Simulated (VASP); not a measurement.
Here is a VASP 6.6.1 calculation.

The input INCAR:

```
ALGO = Normal
EDIFF = 1E-6
ENCUT = 520
GGA = CA
ISIF = 2
ISMEAR = -1
ISPIN = 2
ISYM = 0
LASPH = T
LCHARG = T
LELF = T
LMAXMIX = 4
LORBIT = 11
LREAL = F
LVHAR = T
LWAVE = F
MAGMOM = 2 2
NBANDS = 21
NELM = 150
PREC = Accurate
SIGMA = 0.1
```

The input KPOINTS:

```
k-points
0
Gamma
  12 7 10
```

The input POSCAR:

```
Ni
1.0
    0.0000000000     -1.7724000000     -1.7724000000
   -3.5448000000     -1.7724000000     -1.7724000000
    0.0000000000      1.7724000000     -1.7724000000
Ni
2
Direct
    0.0000000000      0.0000000000      0.0000000000
    0.0000000000      0.5000000000      0.5000000000
```

Potentials or basis: VASP PAW LDA potentials, release 64 (Ni).

Launch:

```bash
$ cat potpaw_LDA.64/Ni/POTCAR > POTCAR
$ mpirun -np 1 vasp_std > vasp.out
```

Task: Estimate the net moment.

Result: 1.18 μB per cell.

Task: What does it give for the site moments?

Result: Ni +0.59 μB.

Task: Estimate the pressure.

Result: -20.1 GPa.

Caveat: the cell stands under tension.
